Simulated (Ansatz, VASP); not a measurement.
# Two plane-wave programs on Ni

```
Ni
1.0
     0.00000    1.73757    1.73757
     1.73757    0.00000    1.73757
     1.73757    1.73757    0.00000
Ni
1
Direct
  0.00000 0.00000 0.00000
```

Alike in both runs: task single point; functional PBEsol; k mesh 11 × 11 × 11; occupations fermi-dirac, width 0.05 eV; collinear spin; fixed moment 1.2 μB.

```csv
,VASP,Ansatz
version,VASP 6.6.1,Ansatz 0.2.0
potentials or method,"VASP PAW PBE potentials, release 64 (Ni_sv_GW)",Ansatz PAW
plane-wave cutoff (eV),590,420
valence electrons in the cell,18,18
```

```tsv
	VASP	Ansatz	Ansatz less VASP
pressure (GPa)	0.4	4.6	+4.14
net moment per atom (μB)	1.20	1.20	0.000
size of the moment on the site where the two differ most (μB)	1.18	1.18	-0.002
```

VASP's potentials were made for PBE, not for PBEsol. Site moments also hang on the region over which each program counts them. With one functional, cell and mesh, what is left measures potentials, basis and numerics.
